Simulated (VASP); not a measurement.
## MgB2: single point with PBE

MgB2:

```
CELL_PARAMETERS angstrom
3.08979 0.00000 0.00000
-1.54489 2.67583 0.00000
0.00000 0.00000 3.51209
ATOMIC_POSITIONS crystal
Mg 0.00000 0.00000 0.00000
B 0.33333 0.66667 0.50000
B 0.66667 0.33333 0.50000
```

```
Program                : VASP 6.6.1
Task                   : single point
Functional             : PBE
Potentials or basis    : VASP PAW PBE potentials, release 64 (Mg, B)
Cutoff                 : 520 eV
k mesh                 : 8 × 8 × 6
Occupations            : gaussian, width 0.05 eV
Spin                   : no spin polarisation
Dipole correction      : no
Further INCAR settings : ALGO = Normal; EDIFF = 1e-06; NBANDS = 11
```

The pressure is -1.4 GPa and the band gap on the k mesh is zero (band 4 reaches 6.39 eV, above the bottom of band 5 at 3.81 eV).

Stress tensor (GPa, compression positive):
```
-1.31  0.00  0.00
 0.00 -1.31  0.00
 0.00  0.00 -1.43
```

Levels at points of the mesh, in eV from the Fermi level:
| k point | band 1 | band 2 | band 3 | band 4 | band 5 | band 6 | band 7 | band 8 |
| --- | --- | --- | --- | --- | --- | --- | --- | --- |
| (0.00, 0.00, 0.00) | -12.43 | -2.90 | 0.32 | 0.32 | 1.71 | 6.23 | 6.23 | 7.98 |
| (0.50, 0.00, 0.00) | -8.56 | -7.85 | -2.20 | 0.22 | 3.08 | 3.81 | 5.37 | 7.11 |
| (0.00, 0.00, 0.50) | -11.14 | -7.42 | 0.70 | 0.70 | 6.57 | 6.57 | 7.87 | 9.75 |
| (0.50, 0.00, 0.50) | -7.58 | -6.93 | -3.58 | -1.91 | -1.32 | 5.64 | 8.72 | 8.85 |

It took 13 s on 1 thread of Intel(R) Xeon(R) Platinum 8259CL CPU @ 2.50GHz (Skylake/Cascade Lake) (shared host), peak memory 0.14 GiB.
